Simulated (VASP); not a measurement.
# K4H (P4/mmm) in VASP: relaxation of cell and atoms with PBE

Aim: the relaxation of cell and atoms of K4H with PBE.

All numbers are computed with VASP 6.6.1; they aren't measurements. Logs are shortened: lines on timing, memory, paths and dates and some standing lists are left out, and cuts for length are marked.

## 1. The cell of the first run

Symmetry: P4/mmm, No. 123, tetragonal system. Conventional cell: a = 5.597 Å, b = 5.597 Å, c = 7.992 Å, α = 90.00°, β = 90.00°, γ = 90.00°. Within 4.4 Å of K (site symmetry 2mm) lie 2 H at 3.35 Å and 6 K at 3.69 to 4.31 Å. Within 4.4 Å of H (site symmetry 4/mmm) lie 8 K at 3.35 Å.

## 2. Relaxation of cell and atoms, PBE (atoms taken out)

Contents of INCAR:

```
SYSTEM = K4H
PREC = Accurate
ENCUT = 600
EDIFF = 1E-7
ISMEAR = 0
SIGMA = 0.1
LREAL = .False.
LASPH = .True.
NELM = 60
ALGO = Normal
ISIF = 3
LWAVE = .False.
LCHARG = .False.
GGA = PE
IBRION = 2
NSW = 100
EDIFFG = -0.01
```

Contents of KPOINTS:

```
Automatic mesh
0
Gamma
  8 8 6
  0 0 0
```

Contents of POSCAR:

```
K4H
1.0
    5.5972980571      0.0000000000      0.0000000000
    0.0000000000      5.5972980571      0.0000000000
    0.0000000000      0.0000000000      7.9924317142
K H
4 1
Direct
    0.5000000000      0.0000000000      0.2305980602
    0.0000000000      0.5000000000      0.7694019398
    0.5000000000      0.0000000000      0.7694019398
    0.0000000000      0.5000000000      0.2305980602
    0.0000000000      0.0000000000      0.0000000000
```

Potentials or basis: VASP PAW PBE potentials, release 64 (K_sv, H).

The run is started by

```sh
$ cat potpaw_PBE.64/K_sv/POTCAR potpaw_PBE.64/H/POTCAR > POTCAR
$ mpirun -np 1 vasp_std > vasp.out
```

OUTCAR:

```text
SYSTEM = K4H
   PREC = Accurate
   ENCUT = 600
   EDIFF = 1E-7
   ISMEAR = 0
   LREAL = .False.
   LASPH = .True.
   NELM = 60
   ISIF = 3
   GGA = PE
   IBRION = 2
   NSW = 100
   EDIFFG = -0.01

 ion  position               nearest neighbor table
   1  0.500  0.000  0.231-   3 3.69
   2  0.000  0.500  0.769-   4 3.69
   3  0.500  0.000  0.769-   1 3.69
   4  0.000  0.500  0.231-   2 3.69
   5  0.000  0.000  0.000-

  LATTYP: Found a simple tetragonal cell.
 ALAT       =     5.5972980571
 C/A-ratio  =     1.4279089004

  Lattice vectors:

 A1 = (   5.5972980571,   0.0000000000,   0.0000000000)
 A2 = (   0.0000000000,   5.5972980571,   0.0000000000)
 A3 = (   0.0000000000,   0.0000000000,   7.9924317142)

Analysis of symmetry for initial positions (statically):
=====================================================================
 Subroutine PRICEL returns:
 Original cell was already a primitive cell.

 Routine SETGRP: Setting up the symmetry group for a
 simple tetragonal supercell.

 Subroutine GETGRP returns: Found 16 space group operations
 (whereof 16 operations were pure point group operations)
 out of a pool of 16 trial point group operations.

The static configuration has the point symmetry D_4h.

Analysis of symmetry for dynamics (positions and initial velocities):
=====================================================================
 Subroutine PRICEL returns:
 Original cell was already a primitive cell.

 Routine SETGRP: Setting up the symmetry group for a
 simple tetragonal supercell.

 Subroutine GETGRP returns: Found 16 space group operations
 (whereof 16 operations were pure point group operations)
 out of a pool of 16 trial point group operations.

The dynamic configuration has the point symmetry D_4h.

 Subroutine INISYM returns: Found 16 space group operations
 (whereof 16 operations are pure point group operations),
 and found     1 'primitive' translations

----------------------------------------------------------------------------------------

                                     Primitive cell

  volume of cell :     250.4009
[... 92 lines left out ...]
   LASPH  =      T    aspherical Exc in radial PAW
   ENCUT  =  600.0 eV  44.10 Ry    6.64 a.u.  11.18 11.18 15.96*2*pi/ulx,y,z
   NELM   =     60;   NELMIN=  2; NELMDL= -5     # of ELM steps
   EDIFF  = 0.1E-06   stopping-criterion for ELM
   LREAL  =      F    real-space projection
   EDIFFG = -.1E-01   stopping-criterion for IOM
   NSW    =    100    number of steps for IOM
   IBRION =      2    ionic relax: 0-MD 1-quasi-New 2-CG
   NFREE  =      1    steps in history (QN), initial steepest desc. (CG)
   ISIF   =      3    stress and relaxation
   ISYM   =      2    0-nonsym 1-usesym 2-fastsym
   POTIM  = 0.5000    time-step for ionic-motion
   TEBEG  =    0.0;   TEEND  =   0.0 temperature during run
   PSTRESS=    0.0 pullay stress
   NELECT =      37.0000    total number of electrons
   NUPDOWN=      -1.0000    fix difference up-down
   EMIN   =  10.00;   EMAX   =-10.00  energy-range for DOS
   EFERMI =   0.00;   METHOD = LEGACY
   ISMEAR =     0;   SIGMA  =   0.10  broadening in eV -4-tet -1-fermi 0-gaus
   EFERMI_NEDOS =   21; number of points for ismear=-14 and -15
   IALGO  =     38    algorithm
   IMIX   =      4    mixing-type and parameters
     AMIX     =   0.40;   BMIX     =  1.00
     AMIX_MAG =   1.60;   BMIX_MAG =  1.00
  volume/ion in A,a.u.               =      50.08       337.96
  Fermi-wavevector in a.u.,A,eV,Ry     =   0.865493  1.635544 10.191823  0.749078
  Thomas-Fermi vector in A             =   1.983744
   LORBIT       =      0    0 simple, 1 ext, 2 COOP (PROOUT), +10 PAW based schemes
   GGA     = PE    functional components
   LHFCALC =     F    Hartree Fock is set to
   AEXX    =    0.0000 exact exchange contribution
   IVDW    =     0    specifies the selected vdW correction
   LEPSILON=     F    determine dielectric tensor
   LRPA    =     F    only Hartree local field effects (RPA)
 conjugate gradient relaxation of ions
 non-spin polarized calculation
 Gauss-broadening in eV      SIGMA  =   0.10
  energy-cutoff  :      600.00
  volume of cell :      250.40
 maximum number of plane-waves:      8388
 NGX is ok and might be reduce to    48
   NGX = 23   NGY = 23   NGZ = 31

 number of electron      37.0000002 magnetization

 Free energy of the ion-electron system (eV)
  ---------------------------------------------------
  ext. energy  EPLUGINS =         0.00000000
  ---------------------------------------------------
  free energy    TOTEN  =        -6.85897382 eV

  energy without entropy =       -6.83790781  energy(sigma->0) =       -6.84844081

 E-fermi :   0.2331     XC(G=0):  -6.1111

 val. band max:        0.2317112469   @ k =   0.5000   0.2500   0.1667
 cond. band min:       0.2362846710   @ k =   0.3750   0.2500   0.3333
 fundamental gap:      0.0045734241
 Fermi energy:         0.2330533432

 k-point     1 :       0.0000    0.0000    0.0000
  band No.  band energies     occupation
      1     -32.0535      2.00000
      2     -32.0374      2.00000
      3     -32.0294      2.00000
      4     -32.0140      2.00000
      5     -15.6551      2.00000
      6     -15.6069      2.00000
[... 589 lines left out ...]
     21       1.8978      0.00000
     22       2.1656      0.00000

 [... further k-points ...]

------------------------ aborting loop because EDIFF is reached ----------------------------------------

  FORCE on cell =-STRESS in cart. coord.  units (eV):
  Direction    XX          YY          ZZ          XY          YZ          ZX
  --------------------------------------------------------------------------------------
  -------------------------------------------------------------------------------------
  Total        0.0080607      0.0080607      0.0208675      0.0000000      0.0000000      0.0000000
  in kB        0.0515758      0.0515758      0.1335199      0.0000000      0.0000000      0.0000000
  external PRESSURE =       0.0788905 kB  Pullay stress =       0.0000000 kB

 VOLUME and BASIS-vectors are now :
 -----------------------------------------------------------------------------
  energy-cutoff  :      600.00
  volume of cell :      250.40
      direct lattice vectors                 reciprocal lattice vectors
     5.597298057  0.000000000  0.000000000     0.178657629  0.000000000  0.000000000
     0.000000000  5.597298057  0.000000000     0.000000000  0.178657629  0.000000000
     0.000000000  0.000000000  7.992431714     0.000000000  0.000000000  0.125118366

 POSITION                                       TOTAL-FORCE (eV/Angst)
 -----------------------------------------------------------------------------------
      2.79865      0.00000      1.84304         0.000000      0.000000      0.000158
      0.00000      2.79865      6.14939         0.000000      0.000000     -0.000158
      2.79865      0.00000      6.14939         0.000000     -0.000000     -0.000158
      0.00000      2.79865      1.84304        -0.000000      0.000000      0.000158
      0.00000      0.00000      0.00000         0.000000      0.000000      0.000000
 -----------------------------------------------------------------------------------
    total drift:                                0.000000      0.000000     -0.000000

  FREE ENERGIE OF THE ION-ELECTRON SYSTEM (eV)
  ---------------------------------------------------
  free  energy   TOTEN  =        -6.8589738171 eV

  energy  without entropy=       -6.8379078067  energy(sigma->0) =       -6.84844081

 reached required accuracy - stopping structural energy minimisation
```

CONTCAR:

```text
K4H
   1.00000000000000
     5.5972980570999997    0.0000000000000000    0.0000000000000000
     0.0000000000000000    5.5972980570999997    0.0000000000000000
     0.0000000000000000    0.0000000000000000    7.9924317142000003
  K               H
     4     1
Direct
     0.5000000000000000    0.0000000000000000    0.2305980602000020
     0.0000000000000000    0.5000000000000000    0.7694019397999980
     0.5000000000000000    0.0000000000000000    0.7694019397999980
     0.0000000000000000    0.5000000000000000    0.2305980602000020
     0.0000000000000000    0.0000000000000000    0.0000000000000000

  0.00000000E+00  0.00000000E+00  0.00000000E+00
  0.00000000E+00  0.00000000E+00  0.00000000E+00
  0.00000000E+00  0.00000000E+00  0.00000000E+00
  0.00000000E+00  0.00000000E+00  0.00000000E+00
  0.00000000E+00  0.00000000E+00  0.00000000E+00
```

Wall time 12 min (1 thread of Intel Xeon 8259CL, shared host); peak memory 0.59 GiB.

Results:

```yaml
Free_energy: -6.8590 eV
Pressure_after_relaxing: 0.0 GPa
Band_gap_on_the_k_mesh: zero (an odd number of electrons rules out a gap without spin polarisation)
```

Final structure:
```yaml
crystal:
  lattice:
    - [5.59730, 0.00000, 0.00000]
    - [0.00000, 5.59730, 0.00000]
    - [0.00000, 0.00000, 7.99243]
  atoms:
    - { symbol: K, position: [0.50000, 0.00000, 0.23060] }
    - { symbol: K, position: [0.00000, 0.50000, 0.76940] }
    - { symbol: K, position: [0.50000, 0.00000, 0.76940] }
    - { symbol: K, position: [0.00000, 0.50000, 0.23060] }
    - { symbol: H, position: [0.00000, 0.00000, 0.00000] }
```

Caveat: the cell differs from its parent crystal (atoms taken out).
